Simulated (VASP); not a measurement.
A run of VASP 6.6.1 is set up as follows.

File INCAR:

```
SYSTEM = GaN
  PREC = Accurate
  ENCUT = 520
  EDIFF = 1E-7
  ISMEAR = 0
  SIGMA = 0.05
  LREAL = .False.
  LASPH = .True.
  NELM = 80
  ALGO = Normal
  ISIF = 2
  LWAVE = .False.
  LCHARG = .False.
  LDIPOL = .True.
  IDIPOL = 3
  DIPOL = 0.5 0.5 0.501
  GGA = PE
  NBANDS = 46
```

The input KPOINTS:

```
regular mesh
0
Gamma
  9 9 1
  0 0 0
```

File POSCAR:

```
GaN
1.0
    3.2186527232      0.0000000000      0.0000000000
   -1.6093263616      2.7874350242      0.0000000000
    0.0000000000      0.0000000000     22.5115871777
N Ga
4 4
Direct
    0.3333333333      0.6666666667      0.3109509758
    0.6666666667      0.3333333333      0.4274129567
    0.3333333333      0.6666666667      0.5471263653
    0.6666666667      0.3333333333      0.6645401933
    0.6666666667      0.3333333333      0.3396630817
    0.3333333333      0.6666666667      0.4561250625
    0.6666666667      0.3333333333      0.5719108048
    0.3333333333      0.6666666667      0.6897863595
```

Potentials or basis: VASP PAW PBE potentials, release 64 (N, Ga_d).

Command:

```bash
$ cat potpaw_PBE.64/N/POTCAR potpaw_PBE.64/Ga_d/POTCAR > POTCAR
$ mpirun -np 1 vasp_std > vasp.out
```

Problem. Predict the largest force.

Solution. 2.355 eV/Å.

Problem. Predict the band gap on the k mesh.

Solution. Zero (band 36 reaches 0.24 eV, above the bottom of band 37 at -0.32 eV).

Forces on the atoms (eV/Å):
```
N    0.000  0.000  1.564
N    0.000  0.000  1.627
N    0.000  0.000 -0.010
N    0.000  0.000  0.007
Ga   0.000  0.000 -2.355
Ga   0.000  0.000 -0.837
Ga   0.000  0.000 -0.002
Ga   0.000  0.000  0.006
```
